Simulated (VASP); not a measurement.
# Ca3SbP (Pm-3m) in VASP: a series of runs, part 2 of 2

VASP 6.6.1. Earlier steps stand in the parts before.

## Step 3: Single point, LDA

This run uses another cell than the first one, of 29.69 Å³/atom, 1.051 times its volume.

INCAR

```
SYSTEM = Ca3SbP
ALGO = Normal ; EDIFF = 1E-6
ENCUT = 520 ; GGA = CA
ISIF = 2 ; ISMEAR = 0
LASPH = .True. ; LCHARG = .False.
LREAL = .False. ; LWAVE = .False.
NBANDS = 28 ; NELM = 100
PREC = Accurate ; SIGMA = 0.05
```

KPOINTS

```
k-points
0
Gamma
  6 6 6
  0 0 0
```

POSCAR

```
Ca3SbP
1.0
    5.2952063624      0.0000000000      0.0000000000
    0.0000000000      5.2952063624      0.0000000000
    0.0000000000      0.0000000000      5.2952063624
Ca Sb P
3 1 1
Direct
    0.0000000000      0.5000000000      0.5000000000
    0.5000000000      0.0000000000      0.5000000000
    0.5000000000      0.5000000000      0.0000000000
    0.0000000000      0.0000000000      0.0000000000
    0.5000000000      0.5000000000      0.5000000000
```

Potentials or basis: VASP PAW LDA potentials, release 64 (Ca_sv, Sb, P).

Launch:

```sh
$ cat potpaw_LDA.64/Ca_sv/POTCAR potpaw_LDA.64/Sb/POTCAR potpaw_LDA.64/P/POTCAR > POTCAR
$ mpirun -np 1 vasp_std > vasp.out
```

OUTCAR:

```text
SYSTEM = Ca3SbP
   EDIFF = 1E-6
   ENCUT = 520
   GGA = CA
   ISIF = 2
   ISMEAR = 0
   LASPH = .True.
   LREAL = .False.
   NELM = 100
   PREC = Accurate

 ion  position               nearest neighbor table
   1  0.000  0.500  0.500-   5 2.65   5 2.65
   2  0.500  0.000  0.500-   5 2.65   5 2.65
   3  0.500  0.500  0.000-   5 2.65   5 2.65
   4  0.000  0.000  0.000-
   5  0.500  0.500  0.500-   1 2.65   2 2.65   3 2.65   3 2.65   2 2.65   1 2.65

  LATTYP: Found a simple cubic cell.
 ALAT       =     5.2952063624

  Lattice vectors:

 A1 = (   5.2952063624,   0.0000000000,   0.0000000000)
 A2 = (   0.0000000000,   5.2952063624,   0.0000000000)
 A3 = (   0.0000000000,   0.0000000000,   5.2952063624)

Analysis of symmetry for initial positions (statically):
=====================================================================
 Subroutine PRICEL returns:
 Original cell was already a primitive cell.

[... 167 lines left out ...]
  free energy    TOTEN  =       -22.60811712 eV

  energy without entropy =      -22.60811712  energy(sigma->0) =      -22.60811712

 E-fermi :   3.8717     XC(G=0):  -9.0224

 val. band max:        3.5711081383   @ k =   0.0000   0.0000   0.0000
 cond. band min:       4.0890057220   @ k =   0.0000   0.0000   0.0000
 fundamental gap:      0.5178975837
 Fermi energy:         3.8716695153

 k-point     1 :       0.0000    0.0000    0.0000
  band No.  band energies     occupation
      1     -37.0168      2.00000
      2     -36.9866      2.00000
      3     -36.9866      2.00000
      4     -18.4408      2.00000
      5     -18.4408      2.00000
      6     -18.4408      2.00000
[... 609 lines left out ...]
     27       6.3708      0.00000
     28       7.5018      0.00000

------------------------ aborting loop because EDIFF is reached ----------------------------------------

  FORCE on cell =-STRESS in cart. coord.  units (eV):
  Direction    XX          YY          ZZ          XY          YZ          ZX
  --------------------------------------------------------------------------------------
  -------------------------------------------------------------------------------------
  Total       -0.8193961     -0.8193961     -0.8193961     -0.0000000      0.0000000      0.0000000
  in kB       -8.8421073     -8.8421073     -8.8421073     -0.0000000      0.0000000      0.0000000
  external PRESSURE =      -8.8421073 kB  Pullay stress =       0.0000000 kB

 VOLUME and BASIS-vectors are now :
 -----------------------------------------------------------------------------
  energy-cutoff  :      520.00
  volume of cell :      148.47
      direct lattice vectors                 reciprocal lattice vectors
     5.295206362  0.000000000  0.000000000     0.188850053  0.000000000  0.000000000
     0.000000000  5.295206362  0.000000000     0.000000000  0.188850053  0.000000000
     0.000000000  0.000000000  5.295206362     0.000000000  0.000000000  0.188850053

 POSITION                                       TOTAL-FORCE (eV/Angst)
 -----------------------------------------------------------------------------------
      0.00000      2.64760      2.64760         0.000000      0.000000      0.000000
      2.64760      0.00000      2.64760         0.000000      0.000000      0.000000
      2.64760      2.64760      0.00000         0.000000      0.000000      0.000000
      0.00000      0.00000      0.00000         0.000000      0.000000      0.000000
      2.64760      2.64760      2.64760         0.000000      0.000000      0.000000
 -----------------------------------------------------------------------------------
    total drift:                                0.000000     -0.000000     -0.000000

  FREE ENERGIE OF THE ION-ELECTRON SYSTEM (eV)
  ---------------------------------------------------
  free  energy   TOTEN  =       -22.6081171224 eV

  energy  without entropy=      -22.6081171224  energy(sigma->0) =      -22.60811712
```

OSZICAR:

```text
N       E                     dE             d eps       ncg     rms          rms(c)
DAV:   1     0.356970258330E+03    0.35697E+03   -0.18658E+04  1120   0.129E+03
DAV:   2     0.820911001046E+00   -0.35615E+03   -0.35076E+03  1280   0.370E+02
DAV:   3    -0.223106540472E+02   -0.23132E+02   -0.22960E+02  1784   0.758E+01
DAV:   4    -0.241932660652E+02   -0.18826E+01   -0.18772E+01  1872   0.190E+01
DAV:   5    -0.242857666613E+02   -0.92501E-01   -0.92486E-01  1724   0.371E+00    0.794E+00
DAV:   6    -0.228146292386E+02    0.14711E+01   -0.34434E+00  1272   0.562E+00    0.492E+00
DAV:   7    -0.226222081413E+02    0.19242E+00   -0.14403E+00  1504   0.425E+00    0.214E+00
DAV:   8    -0.226186946722E+02    0.35135E-02   -0.42862E-01  1396   0.234E+00    0.694E-01
DAV:   9    -0.226088348390E+02    0.98598E-02   -0.47931E-02  1420   0.757E-01    0.371E-01
DAV:  10    -0.226081455945E+02    0.68924E-03   -0.15969E-02  1740   0.355E-01    0.177E-01
DAV:  11    -0.226082930506E+02   -0.14746E-03   -0.20539E-03  1456   0.200E-01    0.117E-01
DAV:  12    -0.226081190181E+02    0.17403E-03   -0.11389E-03  1292   0.123E-01    0.518E-02
DAV:  13    -0.226081193965E+02   -0.37843E-06   -0.79243E-05  1508   0.386E-02    0.183E-02
DAV:  14    -0.226081175396E+02    0.18569E-05   -0.94726E-06  1456   0.158E-02    0.788E-03
DAV:  15    -0.226081171224E+02    0.41717E-06   -0.23635E-06  1120   0.583E-03
   1 F= -.22608117E+02 E0= -.22608117E+02  d E =-.162707E-11
```

It took 52 s on 1 thread of AMD EPYC 9R14 (Zen 4), shared host; peak memory 0.21 GiB.

Results:

```yaml
Free_energy: -22.6081 eV
Pressure: -0.9 GPa
Band_gap_on_the_k_mesh: 0.52 eV, direct
```

Levels at points of the mesh, in eV from the valence-band top:
| k point | band 16 | band 17 | band 18 | band 19 | band 20 | band 21 | band 22 | band 23 | band 24 | band 25 |
| --- | --- | --- | --- | --- | --- | --- | --- | --- | --- | --- |
| (0.00, 0.00, 0.00) | -1.83 | -1.83 | 0.00 | 0.00 | 0.00 | 0.52 | 0.52 | 0.66 | 0.85 | 0.85 |
| (0.50, 0.00, 0.00) | -2.51 | -1.71 | -1.71 | -1.08 | -1.08 | 1.16 | 1.43 | 1.67 | 2.55 | 2.62 |
| (0.50, 0.50, 0.00) | -3.51 | -1.92 | -1.38 | -1.38 | -1.04 | 1.66 | 1.66 | 1.77 | 2.14 | 2.62 |
| (0.50, 0.50, 0.50) | -3.30 | -3.30 | -1.75 | -1.75 | -1.75 | 1.88 | 1.88 | 1.88 | 2.73 | 2.80 |

Caveat: spin-orbit coupling is left out, which moves the levels of the heavy elements. A k mesh can miss the band edges.
